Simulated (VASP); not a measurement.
A run of VASP 6.6.1 is set up as follows.

INCAR

```
SYSTEM = Rb
PREC     = Accurate       ! precision mode
ENCUT    = 600            ! plane-wave cutoff, eV
EDIFF    = 1E-6           ! SCF threshold, eV
ISMEAR   = -1             ! smearing method
SIGMA    = 0.03           ! smearing width, eV
LREAL    = .False.        ! projectors in reciprocal space
LASPH    = .True.         ! aspherical terms in the spheres
NELM     = 100            ! most SCF steps
ALGO     = Normal         ! electronic algorithm
ISIF     = 3              ! what is computed and relaxed
LWAVE    = .False.        ! write WAVECAR
LCHARG   = .False.        ! write CHGCAR
GGA      = PE             ! functional
IBRION   = 2              ! ionic algorithm
NSW      = 100            ! ionic steps
EDIFFG   = -0.005         ! ionic threshold
```

File KPOINTS:

```
Automatic mesh
0
Gamma
  11 11 6
  0 0 0
```

Contents of POSCAR:

```
Rb
1.0
    3.6234121306      0.0000000000      0.0000000000
   -1.8117060653      3.1379669535      0.0000000000
    0.0000000000      0.0000000000      5.8699276516
Rb
2
Direct
    0.3333333333      0.6666666667      0.2500000000
    0.6666666667      0.3333333333      0.7500000000
```

Potentials or basis: VASP PAW PBE potentials, release 64 (Rb_sv).

The run is started by

```console
$ cat potpaw_PBE.64/Rb_sv/POTCAR > POTCAR
$ mpirun -np 1 vasp_std > vasp.out
```

(1) What does it give for the relaxed volume?

(2) Predict the space group after relaxing (to 0.1 Å).

(3) What does it give for the relaxed cell?

(4) Predict the band gap on the k mesh.

## Answers

(1) 90.54 Å³/atom.

(2) P6_3/mmc (No. 194).

(3) a = 5.022 Å, b = 5.022 Å, c = 8.290 Å, α = 90.00°, β = 90.00°, γ = 120.00°.

(4) zero (bands 9 and 10 overlap by 2.25 eV).

Caveat: the volume moved by over 15 % at a fixed basis, so the end points are rough.
